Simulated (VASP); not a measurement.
# SnSe (Pnma) in VASP: further runs, part 2 of 2

VASP 6.6.1. The steps go on from the part before.

## (3) Relaxation of shape and atoms at fixed volume, LDA (26.15 Å³/atom)

This run uses another cell than the first one, of 26.15 Å³/atom.

The input, INCAR:

```
ALGO = Normal
EDIFF = 1E-7
EDIFFG = -0.01
ENCUT = 600
GGA = CA
IBRION = 2
ISIF = 4
ISMEAR = 0
KPAR = 2
LASPH = T
LCHARG = F
LREAL = F
LWAVE = F
NELM = 80
NSW = 40
PREC = Accurate
SIGMA = 0.03
```

The input, KPOINTS:

```
k-points
0
Gamma
  4 8 8
```

The input, POSCAR:

```
SnSe                                    
1.0
   11.4622345426      0.0000000000      0.0000000000
    0.0000000000      4.1715481766     -0.0000000000
    0.0000000000     -0.0000000000      4.3744026308
  Sn              Se            
     4     4
Direct
     0.1170280971248635    0.2500000000000000    0.0923359957896487
     0.3829719028751365    0.7500000000000000    0.5923359957896486
     0.6170280971248636    0.2500000000000000    0.4076640042103513
     0.8829719028751364    0.7500000000000000    0.9076640042103514
     0.3576942589116968    0.2500000000000000    0.0229218848228403
     0.1423057410883030    0.7500000000000000    0.5229218848228402
     0.8576942589116973    0.2500000000000000    0.4770781151771598
     0.6423057410883027    0.7500000000000000    0.9770781151771598
```

Potentials or basis: VASP PAW LDA potentials, release 64 (Sn_d, Se).

Command:

```sh
> cat potpaw_LDA.64/Sn_d/POTCAR potpaw_LDA.64/Se/POTCAR > POTCAR
> mpirun -np 2 vasp_std > vasp.out
```

OUTCAR:

```text
EDIFF = 1E-7
   EDIFFG = -0.01
   ENCUT = 600
   GGA = CA
   IBRION = 2
   ISIF = 4
   ISMEAR = 0
   LASPH = T
   LREAL = F
   NELM = 80
   NSW = 40
   PREC = Accurate

 ion  position               nearest neighbor table
   1  0.117  0.250  0.092-   5 2.78   6 2.83   6 2.83   6 3.26   6 3.26   4 3.49   4 3.49
   2  0.383  0.750  0.592-   6 2.78   5 2.83   5 2.83   5 3.26   5 3.26   3 3.49   3 3.49
   3  0.617  0.250  0.408-   7 2.78   8 2.83   8 2.83   8 3.26   8 3.26   2 3.49   2 3.49
   4  0.883  0.750  0.908-   8 2.78   7 2.83   7 2.83   7 3.26   7 3.26   1 3.49   1 3.49
   5  0.358  0.250  0.023-   1 2.78   2 2.83   2 2.83   2 3.26   2 3.26
   6  0.142  0.750  0.523-   2 2.78   1 2.83   1 2.83   1 3.26   1 3.26
   7  0.858  0.250  0.477-   3 2.78   4 2.83   4 2.83   4 3.26   4 3.26
   8  0.642  0.750  0.977-   4 2.78   3 2.83   3 2.83   3 3.26   3 3.26

  LATTYP: Found a simple orthorhombic cell.
 ALAT       =     4.1715481766
 B/A-ratio  =     1.0486280982
 C/A-ratio  =     2.7477171681

  Lattice vectors:

 A1 = (   0.0000000000,   4.1715481766,   0.0000000000)
 A2 = (   0.0000000000,   0.0000000000,   4.3744026308)
 A3 = (  11.4622345426,   0.0000000000,   0.0000000000)

Analysis of symmetry for initial positions (statically):
=====================================================================
 Subroutine PRICEL returns:
 Original cell was already a primitive cell.

 Routine SETGRP: Setting up the symmetry group for a
 simple orthorhombic supercell.

 Subroutine GETGRP returns: Found  8 space group operations
 (whereof  2 operations were pure point group operations)
 out of a pool of  8 trial point group operations.

The static configuration has the point symmetry S_2 .
 The point group associated with its full space group is D_2h.

Analysis of symmetry for dynamics (positions and initial velocities):
=====================================================================
 Subroutine PRICEL returns:
 Original cell was already a primitive cell.

 Routine SETGRP: Setting up the symmetry group for a
 simple orthorhombic supercell.

 Subroutine GETGRP returns: Found  8 space group operations
 (whereof  2 operations were pure point group operations)
 out of a pool of  8 trial point group operations.

The dynamic configuration has the point symmetry S_2 .
 The point group associated with its full space group is D_2h.

 Subroutine INISYM returns: Found  8 space group operations
 (whereof  2 operations are pure point group operations),
 and found     1 'primitive' translations

----------------------------------------------------------------------------------------

                                     Primitive cell

  volume of cell :     209.1632

  direct lattice vectors                    reciprocal lattice vectors
    11.462234543  0.000000000  0.000000000     0.087243024  0.000000000  0.000000000
     0.000000000  4.171548177  0.000000000     0.000000000  0.239719154  0.000000000
     0.000000000  0.000000000  4.374402631     0.000000000  0.000000000  0.228602642

  length of vectors
    11.462234543  4.171548177  4.374402631     0.087243024  0.239719154  0.228602642

  position of ions in fractional coordinates (direct lattice)
     0.117028097  0.250000000  0.092335996
     0.382971903  0.750000000  0.592335996
     0.617028097  0.250000000  0.407664004
     0.882971903  0.750000000  0.907664004
     0.357694259  0.250000000  0.022921885
     0.142305741  0.750000000  0.522921885
     0.857694259  0.250000000  0.477078115
     0.642305741  0.750000000  0.977078115
[... 82 lines left out ...]
   NELM   =     80;   NELMIN=  2; NELMDL= -5     # of ELM steps
   EDIFF  = 0.1E-06   stopping-criterion for ELM
   LREAL  =      F    real-space projection
   EDIFFG = -.1E-01   stopping-criterion for IOM
   NSW    =     40    number of steps for IOM
   IBRION =      2    ionic relax: 0-MD 1-quasi-New 2-CG
   NFREE  =      1    steps in history (QN), initial steepest desc. (CG)
   ISIF   =      4    stress and relaxation
   ISYM   =      2    0-nonsym 1-usesym 2-fastsym
   POTIM  = 0.5000    time-step for ionic-motion
   TEBEG  =    0.0;   TEEND  =   0.0 temperature during run
   PSTRESS=    0.0 pullay stress
   NELECT =      80.0000    total number of electrons
   NUPDOWN=      -1.0000    fix difference up-down
   EMIN   =  10.00;   EMAX   =-10.00  energy-range for DOS
   EFERMI =   0.00;   METHOD = LEGACY
   ISMEAR =     0;   SIGMA  =   0.03  broadening in eV -4-tet -1-fermi 0-gaus
   EFERMI_NEDOS =   21; number of points for ismear=-14 and -15
   IALGO  =     38    algorithm
   IMIX   =      4    mixing-type and parameters
     AMIX     =   0.40;   BMIX     =  1.00
     AMIX_MAG =   1.60;   BMIX_MAG =  1.00
  volume/ion in A,a.u.               =      26.15       176.44
  Fermi-wavevector in a.u.,A,eV,Ry     =   1.188346  2.245649 19.213701  1.412167
  Thomas-Fermi vector in A             =   2.324478
   LORBIT       =      0    0 simple, 1 ext, 2 COOP (PROOUT), +10 PAW based schemes
   GGA     = CA    functional components
   LHFCALC =     F    Hartree Fock is set to
   AEXX    =    0.0000 exact exchange contribution
   IVDW    =     0    specifies the selected vdW correction
   LEPSILON=     F    determine dielectric tensor
   LRPA    =     F    only Hartree local field effects (RPA)
 conjugate gradient relaxation of ions
 non-spin polarized calculation
 Gauss-broadening in eV      SIGMA  =   0.03
  energy-cutoff  :      600.00
  volume of cell :      209.16
 maximum number of plane-waves:      7018
 NGX is ok and might be reduce to    96
   NGX = 45   NGY = 17   NGZ = 17

--------------------------------------- Ionic step        1  -------------------------------------------

 number of electron      79.9999978 magnetization

 Free energy of the ion-electron system (eV)
  ---------------------------------------------------
  ext. energy  EPLUGINS =         0.00000000
  ---------------------------------------------------
  free energy    TOTEN  =       -37.96546909 eV

  energy without entropy =      -37.96546909  energy(sigma->0) =      -37.96546909

------------------------ aborting loop because EDIFF is reached ----------------------------------------

  FORCE on cell =-STRESS in cart. coord.  units (eV):
  Direction    XX          YY          ZZ          XY          YZ          ZX
  --------------------------------------------------------------------------------------
  -------------------------------------------------------------------------------------
  Total       -2.8760358     -2.8680629     -2.8500451      0.0000000      0.0000000      0.0000000
  in kB      -22.0302568    -21.9691847    -21.8311700      0.0000000      0.0000000      0.0000000
  external PRESSURE =     -21.9435372 kB  Pullay stress =       0.0000000 kB
[... 107 lines left out ...]
  FREE ENERGIE OF THE ION-ELECTRON SYSTEM (eV)
  ---------------------------------------------------
  free  energy   TOTEN  =       -37.9830777035 eV

  energy  without entropy=      -37.9830777035  energy(sigma->0) =      -37.98307770

[... ionic steps 4 to 15 ...]

--------------------------------------- Ionic step       16  -------------------------------------------

 number of electron      80.0000008 magnetization

------------------------ aborting loop because EDIFF is reached ----------------------------------------
[... 79 lines left out ...]
--------------------------------------- Ionic step       18  -------------------------------------------

 number of electron      80.0000000 magnetization

 Free energy of the ion-electron system (eV)
  ---------------------------------------------------
  ext. energy  EPLUGINS =         0.00000000
  ---------------------------------------------------
  free energy    TOTEN  =       -37.98651832 eV

  energy without entropy =      -37.98651832  energy(sigma->0) =      -37.98651832

 E-fermi :   5.6554     XC(G=0): -10.0789

 val. band max:        5.5289472468   @ k =   0.0000   0.0000   0.3750
 cond. band min:       6.1004726553   @ k =   0.0000   0.0000   0.0000
 fundamental gap:      0.5715254085
 Fermi energy:         5.6554362885

 k-point     1 :       0.0000    0.0000    0.0000
  band No.  band energies     occupation
      1     -15.7239      2.00000
      2     -15.7048      2.00000
      3     -15.7038      2.00000
      4     -15.6993      2.00000
      5     -15.6968      2.00000
      6     -15.6954      2.00000
[... 1213 lines left out ...]
     47       8.7727      0.00000
     48       8.7727      0.00000

 [... further k-points ...]

------------------------ aborting loop because EDIFF is reached ----------------------------------------

  FORCE on cell =-STRESS in cart. coord.  units (eV):
  Direction    XX          YY          ZZ          XY          YZ          ZX
  --------------------------------------------------------------------------------------
  -------------------------------------------------------------------------------------
  Total       -1.8027915     -1.8145811     -1.7716808      0.0000000     -0.0000000      0.0000000
  in kB      -13.8092714    -13.8995790    -13.5709660      0.0000000     -0.0000000      0.0000000
  external PRESSURE =     -13.7599388 kB  Pullay stress =       0.0000000 kB
[... 23 lines left out ...]
  FREE ENERGIE OF THE ION-ELECTRON SYSTEM (eV)
  ---------------------------------------------------
  free  energy   TOTEN  =       -37.9865183204 eV

  energy  without entropy=      -37.9865183204  energy(sigma->0) =      -37.98651832

 reached required accuracy - stopping structural energy minimisation
```

Wall time 39 min (2 MPI ranks of Intel Xeon 6975P-C (Granite Rapids), shared host); peak memory 0.78 GiB.

Results:

```yaml
Free_energy: -37.9865 eV
Energy_gained_by_relaxing: 2.6 meV/atom
Ionic_steps: 18
Pressure_after_relaxing: -1.4 GPa
Largest_force_after_relaxing: 0.007 eV/Å
Band_gap_on_the_k_mesh: 0.57 eV (least direct gap 0.80 eV)
```

Forces on the atoms (eV/Å):
```
Sn   0.001  0.000 -0.001
Sn  -0.001  0.000 -0.001
Sn   0.001  0.000  0.001
Sn  -0.001  0.000  0.001
Se   0.005  0.000  0.005
Se  -0.005  0.000  0.005
Se   0.005  0.000 -0.005
Se  -0.005  0.000 -0.005
```

Step by step:
| step | energy change (eV) | largest force (eV/Å) | pressure (GPa) |
| --- | --- | --- | --- |
| 1 | 0.0000 | 0.2027 | -2.19 |
| 2 | -0.0097 | 0.1400 | -1.98 |
| 3 | -0.0176 | 0.0303 | -1.47 |
| 4 | -0.0176 | 0.0272 | -1.49 |
| 5 | -0.0188 | 0.0126 | -1.45 |
| 6 | -0.0188 | 0.0116 | -1.45 |
| 7 | -0.0191 | 0.0111 | -1.44 |
| 8 | -0.0194 | 0.0179 | -1.42 |
| 9 | -0.0194 | 0.0186 | -1.42 |
| 10 | -0.0195 | 0.0172 | -1.42 |
| 11 | -0.0199 | 0.0131 | -1.41 |
| 12 | -0.0203 | 0.0189 | -1.40 |
| 13 | -0.0205 | 0.0090 | -1.39 |
| 14 | -0.0205 | 0.0105 | -1.39 |
| 15 | -0.0206 | 0.0095 | -1.38 |
| 16 | -0.0208 | 0.0076 | -1.38 |
| 17 | -0.0210 | 0.0113 | -1.37 |
| 18 | -0.0210 | 0.0069 | -1.38 |

Final structure:
```
CELL_PARAMETERS angstrom
11.45732 0.00000 0.00000
0.00000 4.14192 0.00000
0.00000 0.00000 4.40759
ATOMIC_POSITIONS crystal
Sn 0.11808 0.25000 0.10572
Sn 0.38192 0.75000 0.60572
Sn 0.61808 0.25000 0.39428
Sn 0.88192 0.75000 0.89428
Se 0.35625 0.25000 0.02404
Se 0.14375 0.75000 0.52404
Se 0.85625 0.25000 0.47596
Se 0.64375 0.75000 0.97596
```

Levels at points of the mesh, in eV from the valence-band top:
```csv
k point,band 36,band 37,band 38,band 39,band 40,band 41,band 42,band 43,band 44,band 45
"(0.00, 0.00, 0.00)",-1.89,-1.61,-1.23,-0.72,-0.54,0.57,2.82,2.97,2.98,3.24
"(0.50, 0.00, 0.00)",-2.18,-1.90,-1.90,-0.56,-0.56,2.51,2.51,2.63,2.63,3.78
"(0.00, 0.50, 0.00)",-1.72,-0.99,-0.99,-0.76,-0.76,0.93,0.93,1.32,1.32,1.66
"(0.50, 0.50, 0.00)",-2.12,-1.00,-1.00,-1.00,-1.00,1.39,1.39,1.39,1.39,2.10
"(0.00, 0.00, 0.50)",-1.40,-0.84,-0.84,-0.25,-0.25,1.17,1.17,1.56,1.56,1.64
"(0.50, 0.00, 0.50)",-1.77,-0.48,-0.48,-0.23,-0.23,1.11,1.11,1.62,1.62,1.62
"(0.00, 0.50, 0.50)",-3.24,-2.38,-2.38,-1.45,-1.45,2.57,2.57,3.03,3.03,4.57
"(0.50, 0.50, 0.50)",-3.86,-1.58,-1.58,-1.58,-1.58,2.39,2.39,2.39,2.39,4.80
```

Caveat: spin-orbit coupling is left out, which moves the levels of the heavy elements.

## (4) Relaxation of shape and atoms at fixed volume, LDA (26.65 Å³/atom)

This run uses another cell than the first one, of 26.65 Å³/atom.

INCAR is that of step 3.

KPOINTS is that of step 3.

Changes to POSCAR since step 3:

```diff
@@ -2,5 +2,5 @@
 1.0
-   11.4622345426      0.0000000000      0.0000000000
-    0.0000000000      4.1715481766     -0.0000000000
-    0.0000000000     -0.0000000000      4.3744026308
+   11.5352443744      0.0000000000      0.0000000000
+    0.0000000000      4.1981192635     -0.0000000000
+    0.0000000000     -0.0000000000      4.4022658191
   Sn              Se
```

Command:

```sh
> cat potpaw_LDA.64/Sn_d/POTCAR potpaw_LDA.64/Se/POTCAR > POTCAR
> mpirun -np 2 vasp_std > vasp.out
```

Wall time 37 min (2 MPI ranks of Intel Xeon 6975P-C (Granite Rapids), shared host); peak memory 0.8 GiB.

Results (log left out):

```
Free energy                  : -37.9452 eV
Energy gained by relaxing    : 5.8 meV/atom
Ionic steps                  : 19
Pressure after relaxing      : -1.9 GPa
Largest force after relaxing : 0.006 eV/Å
Band gap on the k mesh       : 0.64 eV (least direct gap 0.84 eV)
```

Forces on the atoms (eV/Å):
```
Sn   0.005  0.000  0.001
Sn  -0.005  0.000  0.001
Sn   0.005  0.000 -0.001
Sn  -0.005  0.000 -0.001
Se   0.003  0.000  0.005
Se  -0.003  0.000  0.005
Se   0.003  0.000 -0.005
Se  -0.003  0.000 -0.005
```

Step by step:
```tsv
step	energy change (eV)	largest force (eV/Å)	pressure (GPa)
1	0.0000	0.2931	-3.13
2	-0.0206	0.2087	-2.82
3	-0.0394	0.0383	-2.10
4	-0.0422	0.0189	-2.01
5	-0.0422	0.0180	-2.01
6	-0.0430	0.0127	-1.99
7	-0.0435	0.0239	-1.95
8	-0.0437	0.0224	-1.96
9	-0.0443	0.0182	-1.97
10	-0.0450	0.0191	-1.98
11	-0.0445	0.0482	-1.99
12	-0.0452	0.0278	-1.99
13	-0.0454	0.0160	-1.96
14	-0.0455	0.0094	-1.94
15	-0.0457	0.0111	-1.92
16	-0.0461	0.0183	-1.88
17	-0.0461	0.0220	-1.87
18	-0.0463	0.0158	-1.88
19	-0.0464	0.0061	-1.92
```

Final structure:
```
Sn Se
1.0
    11.52140    0.00000    0.00000
     0.00000    4.14621    0.00000
     0.00000    0.00000    4.46273
Sn Se
4 4
Direct
  0.11859 0.25000 0.11173
  0.38141 0.75000 0.61173
  0.61859 0.25000 0.38827
  0.88141 0.75000 0.88827
  0.35557 0.25000 0.02381
  0.14443 0.75000 0.52381
  0.85557 0.25000 0.47619
  0.64443 0.75000 0.97619
```

Levels at points of the mesh, in eV from the valence-band top:
```tsv
k point	band 36	band 37	band 38	band 39	band 40	band 41	band 42	band 43	band 44	band 45
(0.00, 0.00, 0.00)	-1.85	-1.54	-1.15	-0.69	-0.48	0.66	2.77	2.93	2.95	3.21
(0.50, 0.00, 0.00)	-2.11	-1.82	-1.82	-0.52	-0.52	2.52	2.52	2.60	2.60	3.79
(0.00, 0.50, 0.00)	-1.70	-0.95	-0.95	-0.80	-0.80	0.99	0.99	1.28	1.28	1.74
(0.50, 0.50, 0.00)	-2.09	-1.02	-1.02	-1.02	-1.02	1.40	1.40	1.40	1.40	2.16
(0.00, 0.00, 0.50)	-1.36	-0.82	-0.82	-0.22	-0.22	1.19	1.19	1.67	1.67	1.71
(0.50, 0.00, 0.50)	-1.74	-0.47	-0.47	-0.22	-0.22	1.16	1.16	1.67	1.67	1.77
(0.00, 0.50, 0.50)	-3.14	-2.30	-2.30	-1.37	-1.37	2.58	2.58	3.04	3.04	4.56
(0.50, 0.50, 0.50)	-3.73	-1.52	-1.52	-1.52	-1.52	2.43	2.43	2.43	2.43	4.72
```

Caveat: spin-orbit coupling is left out, which moves the levels of the heavy elements. A k mesh can miss the band edges.

## (5) The runs side by side

```tsv
cell	gap on the mesh (eV)	pressure (GPa)	largest force (eV/Å)
atoms relaxed from a = 11.388, b = 4.145, c = 4.346 Å, 8 atoms	0.46	-0.8	0.01
atoms relaxed from a = 11.462, b = 4.172, c = 4.374 Å, 8 atoms	0.57	-1.4	0.01
atoms relaxed from a = 11.535, b = 4.198, c = 4.402 Å, 8 atoms	0.64	-1.9	0.01
```

Alike in all rows: task relaxation of shape and atoms at fixed volume; level LDA; potentials or basis VASP PAW LDA potentials, release 64 (Sn_d, Se); no spin polarisation; k mesh 4 × 8 × 8; cutoff (eV) 600; smearing gaussian 0.03 eV.

Caveats: spin-orbit coupling is left out, which moves the levels of the heavy elements.

Absolute energies hang on the potentials; compare differences alone.
